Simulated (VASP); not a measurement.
Runs of VASP 6.6.1 on VMo. The structure is orthorhombic, space group Cmmm (No. 65). The conventional cell has a = 3.075 Å, b = 4.448 Å, c = 4.229 Å, α = 90.00°, β = 90.00°, γ = 90.00°. Within 3.4 Å of V (site symmetry mmm) lie 8 Mo at 2.61 to 3.07 Å and 6 V at 2.70 to 3.07 Å. Mo (site symmetry mmm) has 8 V at 2.61 to 3.07 Å and 6 Mo at 2.70 to 3.07 Å within 3.4 Å. 

```tsv
spin	fixed moment (μB)	gap on the mesh (eV)	pressure (GPa)	moment (μB)
collinear, ferromagnetic start	1.0	-	-8.0	1.00
collinear, zero start	0.0	-	-10.6	0.00
off	-	none	-10.6	-
collinear, ferromagnetic start	0.6	-	-9.4	0.60
collinear	0.1	-	(a)	0.10
collinear, ferromagnetic start	-	none	-10.6	0.00
```

Alike in all rows: task single point; level LDA; potentials or basis VASP PAW LDA potentials, release 64 (V_sv, Mo_sv); cell as given; k mesh 11 × 11 × 7; cutoff (eV) 520; smearing fermi-dirac 0.05 eV.

**Question.** Estimate the missing entries.

**Answer.** (a) -10.5.

Caveats: the cell stands under tension; the total moment is fixed, so each spin has its own Fermi level (at least some runs).

A k mesh can miss the band edges, and the runs leave out spin-orbit coupling on Mo.

A gap of «none» marks levels without a gap at the run's occupations.
